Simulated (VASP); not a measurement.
C: single point with r2SCAN

The system is C.

```
C
1.0
     2.12377   -1.22623    0.00000
     2.12377    1.22623    0.00000
    -1.37677    0.00000    3.49698
C
2
Cartesian
  2.1531 0.0208 3.4953
  -0.6737 -0.0010 3.4788
```

```json
{
 "Program": "VASP 6.6.1",
 "Task": "single point",
 "Functional": "r2SCAN",
 "Potentials or basis": "VASP PAW PBE potentials, release 64 (C)",
 "Cutoff": "520 eV",
 "k mesh": "9 × 9 × 6",
 "Occupations": "fermi-dirac, width 0.05 eV",
 "Spin": "no spin polarisation"
}
```

The pressure is 2.1 GPa. The largest force is 1.263 eV/Å. The band gap on the k mesh is 0.26 eV, direct.

Forces on the atoms (eV/Å):
```
C    0.291 -1.201 -0.259
C   -0.291  1.201  0.259
```

Stress tensor (GPa, compression positive):
```
 2.89 -1.85 -0.02
-1.85  3.72 -0.17
-0.02 -0.17 -0.34
```

Levels at points of the mesh, in eV from the valence-band top:
```
           k point  band 1  band 2  band 3  band 4  band 5  band 6  band 7  band 8
(0.00, 0.00, 0.00)  -20.84   -7.15   -3.41   -2.69    4.20    8.47    9.38   12.65
(0.00, 0.00, 0.50)  -20.62   -8.77   -3.42   -2.70    8.43    9.35   10.21   12.80
```

Run time: 2.3 min on 1 thread of AMD EPYC 9R45 (Zen 5), with other jobs on the host, peak memory 0.11 GiB.

Caveat: the PAW data sets were made with another functional, which shifts forces and pressure a little. A k mesh can miss the band edges.
